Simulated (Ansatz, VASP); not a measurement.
**Cu2BrCl in VASP and in Ansatz**

File INCAR:

```
PREC = Accurate
ENCUT = 520
EDIFF = 1E-7
ISMEAR = -1
SIGMA = 0.05
LREAL = F
LASPH = T
NELM = 100
ALGO = Normal
ISIF = 2
LWAVE = F
LCHARG = F
GGA = PE
NBANDS = 26
```

KPOINTS

```
regular mesh
0
Gamma
  8 8 8
```

The input POSCAR:

```
Cu2BrCl
1.0
    1.8555099526      1.0712791706      6.0475086568
   -1.8555099526      1.0712791706      6.0475086568
    0.0000000000     -2.1425583412      6.0475086568
Br Cu Cl
1 2 1
Direct
    0.0000000000      0.0000000000      0.0000000000
    0.7516030000      0.7516030000      0.7516030000
    0.2483970000      0.2483970000      0.2483970000
    0.5000000000      0.5000000000      0.5000000000
```

Contents of input.yaml:

```yaml
crystal:
  lattice:
    - [1.8555099526, 1.0712791706, 6.0475086568]
    - [-1.8555099526, 1.0712791706, 6.0475086568]
    - [0.0, -2.1425583412, 6.0475086568]
  atoms:
    - { symbol: Br, position: [0.0, 0.0, 0.0] }
    - { symbol: Cu, position: [0.751603, 0.751603, 0.751603] }
    - { symbol: Cu, position: [0.248397, 0.248397, 0.248397] }
    - { symbol: Cl, position: [0.5, 0.5, 0.5] }
hamiltonian:
  xc: pbe
  pseudopotentials: { kind: paw }
kpoints:
  mp_grid: { grid: [8, 8, 8] }
scf:
  occupations: { method: fermi_dirac, width: 0.05 }
  n_extra_bands: 10
output:
  forces: true
  stress: true
  eigenvalues: true
  dos: { projected: true, de: 0.05, nscf_kmesh: { grid: [12, 12, 12] } }
```

Alike in both runs: functional PBE; k mesh 8 × 8 × 8; occupations fermi-dirac, width 0.05 eV; no spin polarisation.

```csv
,VASP,Ansatz
version,VASP 6.6.1,Ansatz 0.2.0
potentials or method,"VASP PAW PBE potentials, release 64 (Br, Cu, Cl)",Ansatz PAW
plane-wave cutoff (eV),520,420
valence electrons in the cell,36,52
task,single point,projected density of states
```

Ansatz gave:

- gap on the k mesh at the Fermi level (eV): 0.20
- least direct gap on the mesh (eV): 0.20
- pressure (GPa): 1.1
- traceless stress, the component that is largest in VASP (GPa): -0.07
- rms of the force components (eV/Å): 0.046

Estimate VASP's values.

gap on the k mesh at the Fermi level (eV): 0.20; least direct gap on the mesh (eV): 0.20; pressure (GPa): 1.1; traceless stress, the component that is largest in VASP (GPa): -0.07; rms of the force components (eV/Å): 0.045.

Atom by atom the forces differ by 0.001 eV/Å (rms over components). VASP's potentials hold 36 valence electrons a cell and Ansatz's 52, so a difference there can come from the potentials and not from the codes.
